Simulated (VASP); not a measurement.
# CaO in VASP: settings compared, part 2 of 2

VASP 6.6.1. Earlier steps stand in the parts before.

## Step 3: Single point, PBE

INCAR reads:

```
PREC = Accurate
ENCUT = 520
EDIFF = 1E-6
ISMEAR = -1
SIGMA = 0.02
LREAL = False
LASPH = True
NELM = 80
ALGO = Normal
ISIF = 2
LWAVE = False
LCHARG = False
GGA = PE
NBANDS = 15
```

KPOINTS reads:

```
Automatic mesh
0
Gamma
  10 10 10
```

POSCAR reads:

```
CaO
1.0
    0.0000000000      2.3975501265      2.3975501265
    2.3975501265      0.0000000000      2.3975501265
    2.3975501265      2.3975501265      0.0000000000
Ca O
1 1
Direct
    0.0000000000      0.0000000000      0.0000000000
    0.5000000000      0.5000000000      0.5000000000
```

Potentials or basis: VASP PAW PBE potentials, release 64 (Ca_sv, O).

The run is started by

```
> cat potpaw_PBE.64/Ca_sv/POTCAR potpaw_PBE.64/O/POTCAR > POTCAR
> mpirun -np 1 vasp_std > vasp.out
```

OUTCAR:

```text
PREC = Accurate
   ENCUT = 520
   EDIFF = 1E-6
   ISMEAR = -1
   LREAL = False
   LASPH = True
   NELM = 80
   ISIF = 2
   GGA = PE

 ion  position               nearest neighbor table
   1  0.000  0.000  0.000-   2 2.40   2 2.40   2 2.40   2 2.40   2 2.40   2 2.40
   2  0.500  0.500  0.500-   1 2.40   1 2.40   1 2.40   1 2.40   1 2.40   1 2.40

  LATTYP: Found a face centered cubic cell.
 ALAT       =     4.7951002530

  Lattice vectors:

 A1 = (   0.0000000000,   2.3975501265,   2.3975501265)
 A2 = (   2.3975501265,   0.0000000000,   2.3975501265)
 A3 = (   2.3975501265,   2.3975501265,   0.0000000000)

Analysis of symmetry for initial positions (statically):
=====================================================================
 Subroutine PRICEL returns:
 Original cell was already a primitive cell.

 Routine SETGRP: Setting up the symmetry group for a
 face centered cubic supercell.

 Subroutine GETGRP returns: Found 48 space group operations
 (whereof 48 operations were pure point group operations)
 out of a pool of 48 trial point group operations.

The static configuration has the point symmetry O_h .

Analysis of symmetry for dynamics (positions and initial velocities):
=====================================================================
 Subroutine PRICEL returns:
 Original cell was already a primitive cell.

 Routine SETGRP: Setting up the symmetry group for a
 face centered cubic supercell.

 Subroutine GETGRP returns: Found 48 space group operations
 (whereof 48 operations were pure point group operations)
 out of a pool of 48 trial point group operations.

The dynamic configuration has the point symmetry O_h .

 Subroutine INISYM returns: Found 48 space group operations
 (whereof 48 operations are pure point group operations),
 and found     1 'primitive' translations

----------------------------------------------------------------------------------------

                                     Primitive cell

  volume of cell :      27.5634

  direct lattice vectors                    reciprocal lattice vectors
     0.000000000  2.397550127  2.397550127    -0.208546213  0.208546213  0.208546213
     2.397550127  0.000000000  2.397550127     0.208546213 -0.208546213  0.208546213
     2.397550127  2.397550127  0.000000000     0.208546213  0.208546213 -0.208546213

  length of vectors
     3.390647905  3.390647905  3.390647905     0.361212637  0.361212637  0.361212637

  position of ions in fractional coordinates (direct lattice)
     0.000000000  0.000000000  0.000000000
     0.500000000  0.500000000  0.500000000

  ion indices of the primitive-cell ions
   primitive index   ion index
                 1           1
                 2           2

----------------------------------------------------------------------------------------

 KPOINTS: Automatic mesh

Automatic generation of k-mesh.
 Grid dimensions read from file:
 generate k-points for:   10   10   10

 Generating k-lattice:

  Cartesian coordinates                     Fractional coordinates (reciprocal lattice)
    -0.020854621  0.020854621  0.020854621     0.100000000  0.000000000  0.000000000
     0.020854621 -0.020854621  0.020854621     0.000000000  0.100000000  0.000000000
     0.020854621  0.020854621 -0.020854621     0.000000000  0.000000000  0.100000000

  Length of vectors
     0.036121264  0.036121264  0.036121264

  Shift w.r.t. Gamma in fractional coordinates (k-lattice)
     0.000000000  0.000000000  0.000000000

 Subroutine IBZKPT returns following result:
 ===========================================

 Found     47 irreducible k-points:

 Following reciprocal coordinates:
            Coordinates               Weight
  0.000000  0.000000  0.000000      1.000000
  0.100000  0.000000  0.000000      8.000000
  0.200000  0.000000  0.000000      8.000000
  0.300000  0.000000  0.000000      8.000000
  0.400000  0.000000  0.000000      8.000000
  0.500000  0.000000  0.000000      4.000000
[... 16 lines left out ...]
  0.300000  0.300000  0.000000      6.000000
  0.400000  0.300000  0.000000     24.000000
 [... further k-points ...]
   k-points           NKPTS =     47   k-points in BZ     NKDIM =     47   number of bands    NBANDS=     15
   number of dos      NEDOS =    301   number of ions     NIONS =      2
   total plane-waves  NPLWV =  21952
   dimension x,y,z NGX =    28 NGY =   28 NGZ =   28
   dimension x,y,z NGXF=    56 NGYF=   56 NGZF=   56
   ions per type =               1   1
   NGX,Y,Z   is equivalent  to a cutoff of  13.73, 13.73, 13.73 a.u.
   NGXF,Y,Z  is equivalent  to a cutoff of  27.46, 27.46, 27.46 a.u.
 SYSTEM =  unknown system
   PREC   = accura    normal or accurate (medium, high low for compatibility)
   ISTART =      0    job   : 0-new  1-cont  2-samecut
   ICHARG =      2    charge: 1-file 2-atom 10-const
   ISPIN  =      1    spin polarized calculation?
   LNONCOLLINEAR =      F non collinear calculations
   LSORBIT =      F    spin-orbit coupling
   LASPH  =      T    aspherical Exc in radial PAW
   ENCUT  =  520.0 eV  38.22 Ry    6.18 a.u.   6.30  6.30  6.30*2*pi/ulx,y,z
   NELM   =     80;   NELMIN=  2; NELMDL= -5     # of ELM steps
   EDIFF  = 0.1E-05   stopping-criterion for ELM
   LREAL  =      F    real-space projection
   EDIFFG = 0.1E-04   stopping-criterion for IOM
   NSW    =      0    number of steps for IOM
   IBRION =     -1    ionic relax: 0-MD 1-quasi-New 2-CG
   NFREE  =      0    steps in history (QN), initial steepest desc. (CG)
   ISIF   =      2    stress and relaxation
   ISYM   =      2    0-nonsym 1-usesym 2-fastsym
   POTIM  = 0.5000    time-step for ionic-motion
   TEBEG  =    0.0;   TEEND  =   0.0 temperature during run
   PSTRESS=    0.0 pullay stress
   NELECT =      16.0000    total number of electrons
   NUPDOWN=      -1.0000    fix difference up-down
   EMIN   =  10.00;   EMAX   =-10.00  energy-range for DOS
   EFERMI =   0.00;   METHOD = LEGACY
   ISMEAR =    -1;   SIGMA  =   0.02  broadening in eV -4-tet -1-fermi 0-gaus
   EFERMI_NEDOS =   21; number of points for ismear=-14 and -15
   IALGO  =     38    algorithm
   IMIX   =      4    mixing-type and parameters
     AMIX     =   0.40;   BMIX     =  1.00
     AMIX_MAG =   1.60;   BMIX_MAG =  1.00
  volume/ion in A,a.u.               =      13.78        93.00
  Fermi-wavevector in a.u.,A,eV,Ry     =   1.365643  2.580691 25.374598  1.864980
  Thomas-Fermi vector in A             =   2.491853
   LORBIT       =      0    0 simple, 1 ext, 2 COOP (PROOUT), +10 PAW based schemes
   GGA     = PE    functional components
   LHFCALC =     F    Hartree Fock is set to
   AEXX    =    0.0000 exact exchange contribution
   IVDW    =     0    specifies the selected vdW correction
   LEPSILON=     F    determine dielectric tensor
   LRPA    =     F    only Hartree local field effects (RPA)
 non-spin polarized calculation
  energy-cutoff  :      520.00
  volume of cell :       27.56
 maximum number of plane-waves:       757
 NGX is ok and might be reduce to    28
   NGX = 13   NGY = 13   NGZ = 13

 number of electron      15.9999997 magnetization

 Free energy of the ion-electron system (eV)
  ---------------------------------------------------
  ext. energy  EPLUGINS =         0.00000000
  ---------------------------------------------------
  free energy    TOTEN  =       -12.79770675 eV

  energy without entropy =      -12.79770675  energy(sigma->0) =      -12.79770675

 E-fermi :   2.9362     XC(G=0): -10.5098

 val. band max:        2.3904695540   @ k =   0.0000   0.0000   0.0000
 cond. band min:       6.0235817178   @ k =   0.5000   0.5000   0.0000
 fundamental gap:      3.6331121638
 Fermi energy:         2.9362401540

 k-point     1 :       0.0000    0.0000    0.0000
  band No.  band energies     occupation
      1     -35.2180      2.00000
      2     -15.9767      2.00000
      3     -15.9767      2.00000
      4     -15.9767      2.00000
      5     -13.1555      2.00000
      6       2.3905      2.00000
      7       2.3905      2.00000
      8       2.3905      2.00000
      9       7.1610      0.00000
     10       8.6329      0.00000
     11       8.6329      0.00000
     12       8.6329      0.00000
     13      10.1489      0.00000
     14      10.1489      0.00000
     15      17.5069      0.00000
[... 397 lines left out ...]
 k-point    24 :       0.4000    0.3000    0.0000
  band No.  band energies     occupation
      1     -35.1067      2.00000
      2     -16.6396      2.00000
      3     -16.1808      2.00000
      4     -16.1529      2.00000
      5     -12.6254      2.00000
      6       0.7080      2.00000
      7       1.8351      2.00000
      8       1.9357      2.00000
      9       6.6985      0.00000
     10      10.0905      0.00000
     11      11.2067      0.00000
     12      11.2952      0.00000
     13      11.4320      0.00000
     14      13.2631      0.00000
     15      18.0649      0.00000

 [... further k-points ...]
[... 5 lines left out ...]
  --------------------------------------------------------------------------------------
  -------------------------------------------------------------------------------------
  Total        0.5252375      0.5252375      0.5252375     -0.0000000     -0.0000000      0.0000000
  in kB       30.5304507     30.5304507     30.5304507     -0.0000000     -0.0000000      0.0000000
  external PRESSURE =      30.5304507 kB  Pullay stress =       0.0000000 kB

 VOLUME and BASIS-vectors are now :
 -----------------------------------------------------------------------------
  energy-cutoff  :      520.00
  volume of cell :       27.56
      direct lattice vectors                 reciprocal lattice vectors
     0.000000000  2.397550127  2.397550127    -0.208546213  0.208546213  0.208546213
     2.397550127  0.000000000  2.397550127     0.208546213 -0.208546213  0.208546213
     2.397550127  2.397550127  0.000000000     0.208546213  0.208546213 -0.208546213

 POSITION                                       TOTAL-FORCE (eV/Angst)
 -----------------------------------------------------------------------------------
      0.00000      0.00000      0.00000        -0.000000     -0.000000     -0.000000
      2.39755      2.39755      2.39755         0.000000      0.000000      0.000000
 -----------------------------------------------------------------------------------
    total drift:                                0.000000      0.000000      0.000000

  FREE ENERGIE OF THE ION-ELECTRON SYSTEM (eV)
  ---------------------------------------------------
  free  energy   TOTEN  =       -12.7977067509 eV

  energy  without entropy=      -12.7977067509  energy(sigma->0) =      -12.79770675
```

stdout:

```text
POSCAR found type information on POSCAR CaO
 POSCAR found :  2 types and       2 ions
 scaLAPACK will be used
 LDA part: xc-table for (Slater+PW92), standard interpolation
 POSCAR, INCAR and KPOINTS ok, starting setup
 FFT: planning ... GRIDC
 FFT: planning ... GRID_SOFT
 FFT: planning ... GRID
 WAVECAR not read
 entering main loop
```

It took 36 s on 1 thread of Intel Xeon 8259CL, shared host; peak memory 0.17 GiB.

Results:

- Free energy: -12.7977 eV
- Pressure: 3.1 GPa
- Band gap on the k mesh: 3.63 eV, indirect (least direct gap 4.01 eV)

## Step 4: Single point, PBE (strain -0.5%)

Changes to INCAR since step 3:

```diff
@@ -7,3 +7,3 @@
 LASPH = True
-NELM = 80
+NELM = 100
 ALGO = Normal
```

KPOINTS is that of step 3.

POSCAR reads:

```
CaO
1.0
    0.0000000000      2.3855623759      2.3855623759
    2.3855623759      0.0000000000      2.3855623759
    2.3855623759      2.3855623759      0.0000000000
Ca O
1 1
Direct
    0.0000000000      0.0000000000      0.0000000000
    0.5000000000      0.5000000000      0.5000000000
```

The run is started by

```
> cat potpaw_PBE.64/Ca_sv/POTCAR potpaw_PBE.64/O/POTCAR > POTCAR
> mpirun -np 1 vasp_std > vasp.out
```

It took 33 s on 1 thread of Intel Xeon 8259CL, shared host; peak memory 0.17 GiB.

It converged, with:

- Free energy: -12.7870 eV
- Pressure: 4.9 GPa
- Band gap on the k mesh: 3.63 eV, indirect (least direct gap 4.00 eV)

Levels at points of the mesh, in eV from the valence-band top:
```tsv
k point	band 5	band 6	band 7	band 8	band 9	band 10	band 11	band 12
(0.00, 0.00, 0.00)	-15.58	0.00	0.00	0.00	4.89	6.28	6.28	6.28
(0.50, 0.00, 0.00)	-14.28	-2.69	-1.25	-1.25	7.15	8.48	8.48	8.68
(0.50, 0.50, 0.00)	-15.34	-1.29	-0.37	-0.37	3.63	8.21	9.02	9.68
```

Caveat: the cell differs from its parent crystal (strain -0.5%). A k mesh can miss the band edges.

## Step 5: Single point, r2SCAN (strain -0.5%)

POSCAR is that of step 4.

INCAR.step1 reads:

```
SYSTEM = CaO
PREC = Accurate
ENCUT = 520
ISMEAR = 0
SIGMA = 0.01
LREAL = .False.
LASPH = .True.
NELM = 60
NBANDS = 15
GGA = PE
ALGO = Normal
EDIFF = 1E-4
LWAVE = .True.
LCHARG = .False.
```

INCAR.step2 reads:

```
SYSTEM = CaO
PREC = Accurate
ENCUT = 520
EDIFF = 1E-7
ISMEAR = 0
SIGMA = 0.01
LREAL = .False.
LASPH = .True.
NELM = 60
ALGO = Normal
ISIF = 2
LWAVE = .False.
LCHARG = .False.
METAGGA = R2SCAN
LMIXTAU = .True.
NBANDS = 15
ISTART = 1
```

KPOINTS reads:

```
Automatic mesh
0
Gamma
  10 10 10
  0 0 0
```

The run is started by

```
> cat potpaw_PBE.64/Ca_sv/POTCAR potpaw_PBE.64/O/POTCAR > POTCAR
> cp INCAR.step1 INCAR
> mpirun -np 1 vasp_std > vasp.out
> cp INCAR.step2 INCAR
> mpirun -np 1 vasp_std > vasp.out
```

Run time: 2.7 min. Hardware: 1 thread of Intel Xeon 8259CL, shared host; peak memory 0.18 GiB.

Results (log left out):

```yaml
Free_energy: -19.4475 eV
Pressure: 2.9 GPa
Band_gap_on_the_k_mesh: 4.18 eV, indirect (least direct gap 4.55 eV)
```

Levels at points of the mesh, in eV from the valence-band top:
| k point | band 5 | band 6 | band 7 | band 8 | band 9 | band 10 | band 11 | band 12 |
| --- | --- | --- | --- | --- | --- | --- | --- | --- |
| (0.00, 0.00, 0.00) | -16.52 | 0.00 | 0.00 | 0.00 | 5.62 | 6.91 | 6.91 | 6.91 |
| (0.50, 0.00, 0.00) | -15.13 | -2.66 | -1.24 | -1.24 | 7.80 | 9.17 | 9.17 | 9.39 |
| (0.50, 0.50, 0.00) | -16.30 | -1.28 | -0.37 | -0.37 | 4.18 | 8.93 | 9.76 | 10.39 |

Caveat: the cell differs from its parent crystal (strain -0.5%); the PAW data sets were made with another functional, which shifts forces and pressure a little. A k mesh can miss the band edges.

## Step 6: The runs side by side

| level | cell | k mesh | smearing | gap on the mesh (eV) | pressure (GPa) |
| --- | --- | --- | --- | --- | --- |
| PBE | a = 3.391, b = 3.391, c = 3.357 Å, angles 60.3, 60.3, 60.7°, 2 atoms | 6 × 6 × 6 | gaussian 0.01 eV | 3.60 | 3.1 |
| PBE | a = 3.391 Å, angles 60.0°, 2 atoms | 10 × 10 × 10 | fermi-dirac 0.02 eV | 3.63 | 3.1 |
| PBE | a = 3.374 Å, angles 60.0°, 2 atoms | 10 × 10 × 10 | fermi-dirac 0.02 eV | 3.63 | 4.9 |
| r2SCAN | a = 3.374 Å, angles 60.0°, 2 atoms | 10 × 10 × 10 | gaussian 0.01 eV | 4.18 | 2.9 |

Alike in all rows: task single point; potentials or basis VASP PAW PBE potentials, release 64 (Ca_sv, O); no spin polarisation; cutoff (eV) 520.

Caveats: the PAW data sets were made with another functional, which shifts forces and pressure a little (some runs).

Absolute energies hang on the potentials; compare differences alone.
